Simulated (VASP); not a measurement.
# Pd (Fm-3m) in VASP: single point with LDA

Aim: the single point of Pd with LDA.

All numbers are computed with VASP 6.6.1; they aren't measurements. Logs are shortened: lines on timing, memory, paths and dates and some standing lists are left out, and cuts for length are marked.

**1. The cell of the first run**

Symmetry: Fm-3m, No. 225, cubic system. Conventional cell: a = 3.890 Å, b = 3.890 Å, c = 3.890 Å, α = 90.00°, β = 90.00°, γ = 90.00°. Within 3.6 Å of Pd (site symmetry m-3m) lie 12 Pd at 2.75 Å.

**2. Single point, LDA**

INCAR reads:

```
  ALGO = Normal
  EDIFF = 1E-6
  ENCUT = 520
  GGA = CA
  ISIF = 2
  ISMEAR = 0
  LASPH = T
  LCHARG = F
  LREAL = F
  LWAVE = F
  NBANDS = 11
  NELM = 80
  PREC = Accurate
  SIGMA = 0.15
```

KPOINTS reads:

```
k-points
0
Gamma
  20 20 20
```

POSCAR reads:

```
Pd
1.0
    0.0000000000      1.9449000000      1.9449000000
    1.9449000000      0.0000000000      1.9449000000
    1.9449000000      1.9449000000      0.0000000000
Pd
1
Direct
    0.0000000000      0.0000000000      0.0000000000
```

Potentials or basis: VASP PAW LDA potentials, release 64 (Pd).

The run is started by

```console
$ cat potpaw_LDA.64/Pd/POTCAR > POTCAR
$ mpirun -np 1 vasp_std > vasp.out
```

OUTCAR:

```text
EDIFF = 1E-6
   ENCUT = 520
   GGA = CA
   ISIF = 2
   ISMEAR = 0
   LASPH = T
   LREAL = F
   NELM = 80
   PREC = Accurate

 ion  position               nearest neighbor table
   1  0.000  0.000  0.000-

  LATTYP: Found a face centered cubic cell.
 ALAT       =     3.8898000000

  Lattice vectors:

 A1 = (   0.0000000000,   1.9449000000,   1.9449000000)
 A2 = (   1.9449000000,   0.0000000000,   1.9449000000)
 A3 = (   1.9449000000,   1.9449000000,   0.0000000000)

Analysis of symmetry for initial positions (statically):
=====================================================================
 Subroutine PRICEL returns:
 Original cell was already a primitive cell.

 Routine SETGRP: Setting up the symmetry group for a
 face centered cubic supercell.

 Subroutine GETGRP returns: Found 48 space group operations
 (whereof 48 operations were pure point group operations)
 out of a pool of 48 trial point group operations.

The static configuration has the point symmetry O_h .

Analysis of symmetry for dynamics (positions and initial velocities):
=====================================================================
 Subroutine PRICEL returns:
 Original cell was already a primitive cell.

 Routine SETGRP: Setting up the symmetry group for a
 face centered cubic supercell.

 Subroutine GETGRP returns: Found 48 space group operations
 (whereof 48 operations were pure point group operations)
 out of a pool of 48 trial point group operations.

The dynamic configuration has the point symmetry O_h .

 Subroutine INISYM returns: Found 48 space group operations
 (whereof 48 operations are pure point group operations),
 and found     1 'primitive' translations

----------------------------------------------------------------------------------------

                                     Primitive cell

  volume of cell :      14.7137

  direct lattice vectors                    reciprocal lattice vectors
     0.000000000  1.944900000  1.944900000    -0.257082626  0.257082626  0.257082626
     1.944900000  0.000000000  1.944900000     0.257082626 -0.257082626  0.257082626
     1.944900000  1.944900000  0.000000000     0.257082626  0.257082626 -0.257082626

  length of vectors
     2.750503957  2.750503957  2.750503957     0.445280171  0.445280171  0.445280171

  position of ions in fractional coordinates (direct lattice)
     0.000000000  0.000000000  0.000000000

  ion indices of the primitive-cell ions
   primitive index   ion index
                 1           1

----------------------------------------------------------------------------------------

 KPOINTS: k-points

Automatic generation of k-mesh.
 Grid dimensions read from file:
 generate k-points for:   20   20   20

 Generating k-lattice:

  Cartesian coordinates                     Fractional coordinates (reciprocal lattice)
    -0.012854131  0.012854131  0.012854131     0.050000000  0.000000000  0.000000000
     0.012854131 -0.012854131  0.012854131     0.000000000  0.050000000  0.000000000
     0.012854131  0.012854131 -0.012854131     0.000000000  0.000000000  0.050000000

  Length of vectors
     0.022264009  0.022264009  0.022264009

  Shift w.r.t. Gamma in fractional coordinates (k-lattice)
     0.000000000  0.000000000  0.000000000

 Subroutine IBZKPT returns following result:
 ===========================================

 Found    256 irreducible k-points:

 Following reciprocal coordinates:
            Coordinates               Weight
  0.000000  0.000000  0.000000      1.000000
  0.050000  0.000000  0.000000      8.000000
  0.100000  0.000000  0.000000      8.000000
  0.150000  0.000000  0.000000      8.000000
  0.200000  0.000000  0.000000      8.000000
  0.250000  0.000000  0.000000      8.000000
[... 16 lines left out ...]
 -0.400000  0.050000  0.000000     24.000000
 -0.350000  0.050000  0.000000     24.000000
 [... further k-points ...]
   k-points           NKPTS =    256   k-points in BZ     NKDIM =    256   number of bands    NBANDS=     11
   number of dos      NEDOS =    301   number of ions     NIONS =      1
   total plane-waves  NPLWV =   8000
   dimension x,y,z NGX =    20 NGY =   20 NGZ =   20
   dimension x,y,z NGXF=    40 NGYF=   40 NGZF=   40
   ions per type =               1
   NGX,Y,Z   is equivalent  to a cutoff of  12.09, 12.09, 12.09 a.u.
   NGXF,Y,Z  is equivalent  to a cutoff of  24.18, 24.18, 24.18 a.u.
 SYSTEM =  unknown system
   PREC   = accura    normal or accurate (medium, high low for compatibility)
   ISTART =      0    job   : 0-new  1-cont  2-samecut
   ICHARG =      2    charge: 1-file 2-atom 10-const
   ISPIN  =      1    spin polarized calculation?
   LNONCOLLINEAR =      F non collinear calculations
   LSORBIT =      F    spin-orbit coupling
   LASPH  =      T    aspherical Exc in radial PAW
   ENCUT  =  520.0 eV  38.22 Ry    6.18 a.u.   5.11  5.11  5.11*2*pi/ulx,y,z
   NELM   =     80;   NELMIN=  2; NELMDL= -5     # of ELM steps
   EDIFF  = 0.1E-05   stopping-criterion for ELM
   LREAL  =      F    real-space projection
   EDIFFG = 0.1E-04   stopping-criterion for IOM
   NSW    =      0    number of steps for IOM
   IBRION =     -1    ionic relax: 0-MD 1-quasi-New 2-CG
   NFREE  =      0    steps in history (QN), initial steepest desc. (CG)
   ISIF   =      2    stress and relaxation
   ISYM   =      2    0-nonsym 1-usesym 2-fastsym
   POTIM  = 0.5000    time-step for ionic-motion
   TEBEG  =    0.0;   TEEND  =   0.0 temperature during run
   PSTRESS=    0.0 pullay stress
   NELECT =      10.0000    total number of electrons
   NUPDOWN=      -1.0000    fix difference up-down
   EMIN   =  10.00;   EMAX   =-10.00  energy-range for DOS
   EFERMI =   0.00;   METHOD = LEGACY
   ISMEAR =     0;   SIGMA  =   0.15  broadening in eV -4-tet -1-fermi 0-gaus
   EFERMI_NEDOS =   21; number of points for ismear=-14 and -15
   IALGO  =     38    algorithm
   IMIX   =      4    mixing-type and parameters
     AMIX     =   0.40;   BMIX     =  1.00
     AMIX_MAG =   1.60;   BMIX_MAG =  1.00
  volume/ion in A,a.u.               =      14.71        99.29
  Fermi-wavevector in a.u.,A,eV,Ry     =   1.439354  2.719984 28.187725  2.071739
  Thomas-Fermi vector in A             =   2.558219
   LORBIT       =      0    0 simple, 1 ext, 2 COOP (PROOUT), +10 PAW based schemes
   GGA     = CA    functional components
   LHFCALC =     F    Hartree Fock is set to
   AEXX    =    0.0000 exact exchange contribution
   IVDW    =     0    specifies the selected vdW correction
   LEPSILON=     F    determine dielectric tensor
   LRPA    =     F    only Hartree local field effects (RPA)
 non-spin polarized calculation
 Gauss-broadening in eV      SIGMA  =   0.15
  energy-cutoff  :      520.00
  volume of cell :       14.71
 maximum number of plane-waves:       415
   NGX = 11   NGY = 11   NGZ = 11

 number of electron      10.0000000 magnetization

 Free energy of the ion-electron system (eV)
  ---------------------------------------------------
  ext. energy  EPLUGINS =         0.00000000
  ---------------------------------------------------
  free energy    TOTEN  =        -6.49344970 eV

  energy without entropy =       -6.46642853  energy(sigma->0) =       -6.47993911

 E-fermi :   9.6283     XC(G=0): -13.5332

 val. band max:        9.6261439816   @ k =   0.5000   0.1000   0.0000
 cond. band min:       9.6320995650   @ k =   0.4500   0.1500   0.0000
 fundamental gap:      0.0059555834
 Fermi energy:         9.6283033363

 k-point     1 :       0.0000    0.0000    0.0000
  band No.  band energies     occupation
      1       2.3779      2.00000
      2       6.7461      2.00000
      3       6.7461      2.00000
      4       6.7461      2.00000
      5       8.3984      2.00000
      6       8.3984      2.00000
      7      26.7687      0.00000
      8      31.5002      0.00000
      9      31.5002      0.00000
     10      31.5002      0.00000
     11      35.3821      0.00000

 k-point     2 :       0.0500    0.0000    0.0000
  band No.  band energies     occupation
      1       2.4694      2.00000
      2       6.7128      2.00000
      3       6.7785      2.00000
      4       6.7785      2.00000
      5       8.3824      2.00000
      6       8.3824      2.00000
      7      26.8695      0.00000
      8      30.8834      0.00000
      9      31.6070      0.00000
     10      31.6070      0.00000
     11      35.4069      0.00000

 k-point     3 :       0.1000    0.0000    0.0000
  band No.  band energies     occupation
      1       2.7360      2.00000
      2       6.6264      2.00000
      3       6.8657      2.00000
      4       6.8657      2.00000
      5       8.3460      2.00000
      6       8.3460      2.00000
      7      27.1152      0.00000
      8      29.5577      0.00000
      9      31.9138      0.00000
     10      31.9138      0.00000
     11      35.4279      0.00000

 k-point     4 :       0.1500    0.0000    0.0000
  band No.  band energies     occupation
      1       3.1489      2.00000
      2       6.5295      2.00000
      3       6.9751      2.00000
      4       6.9751      2.00000
      5       8.3249      2.00000
      6       8.3249      2.00000
      7      27.1382      0.00000
      8      28.2665      0.00000
      9      32.3748      0.00000
     10      32.3748      0.00000
     11      35.4722      0.00000
[... 239 lines left out ...]
 k-point    22 :      -0.4500    0.0500    0.0000
  band No.  band energies     occupation
      1       4.3251      2.00000
      2       6.6740      2.00000
      3       6.7659      2.00000
      4       9.1106      2.00000
      5       9.5276      1.65775
      6      10.9579      0.00000
      7      17.1513      0.00000
      8      26.2419      0.00000
      9      30.0693      0.00000
     10      30.6591      0.00000
     11      35.4174      0.00000

 k-point    23 :      -0.4000    0.0500    0.0000
  band No.  band energies     occupation
      1       4.3640      2.00000
      2       6.7309      2.00000
      3       6.8078      2.00000
      4       8.8102      2.00000
      5       9.3232      1.99598
      6      10.3271      0.00000
      7      18.2867      0.00000
      8      26.4434      0.00000
      9      30.2089      0.00000
     10      31.3239      0.00000
     11      35.4128      0.00000

 k-point    24 :      -0.3500    0.0500    0.0000
  band No.  band energies     occupation
      1       4.4116      2.00000
      2       6.8193      2.00000
      3       6.8861      2.00000
      4       8.1583      2.00000
      5       9.0350      2.00000
      6       9.7215      0.37978
      7      19.8967      0.00000
      8      26.7993      0.00000
      9      30.6175      0.00000
     10      32.3025      0.00000
     11      35.4041      0.00000

 [... further k-points ...]
[... 5 lines left out ...]
  --------------------------------------------------------------------------------------
  -------------------------------------------------------------------------------------
  Total       -0.7077155     -0.7077155     -0.7077155      0.0000000     -0.0000000      0.0000000
  in kB      -77.0632788    -77.0632788    -77.0632788      0.0000000     -0.0000000      0.0000000
  external PRESSURE =     -77.0632788 kB  Pullay stress =       0.0000000 kB

 VOLUME and BASIS-vectors are now :
 -----------------------------------------------------------------------------
  energy-cutoff  :      520.00
  volume of cell :       14.71
      direct lattice vectors                 reciprocal lattice vectors
     0.000000000  1.944900000  1.944900000    -0.257082626  0.257082626  0.257082626
     1.944900000  0.000000000  1.944900000     0.257082626 -0.257082626  0.257082626
     1.944900000  1.944900000  0.000000000     0.257082626  0.257082626 -0.257082626

 POSITION                                       TOTAL-FORCE (eV/Angst)
 -----------------------------------------------------------------------------------
      0.00000      0.00000      0.00000        -0.000000     -0.000000     -0.000000
 -----------------------------------------------------------------------------------
    total drift:                                0.000000      0.000000      0.000000

  FREE ENERGIE OF THE ION-ELECTRON SYSTEM (eV)
  ---------------------------------------------------
  free  energy   TOTEN  =        -6.4934497025 eV

  energy  without entropy=       -6.4664285256  energy(sigma->0) =       -6.47993911
```

It took 17 s on 1 thread of Intel Xeon Platinum 8488C (Sapphire Rapids), shared host; peak memory 0.15 GiB.

What came out:

- Free energy: -6.4934 eV
- Pressure: -7.7 GPa
- Band gap on the k mesh: zero (band 5 reaches 9.92 eV, above the bottom of band 6 at 8.32 eV)
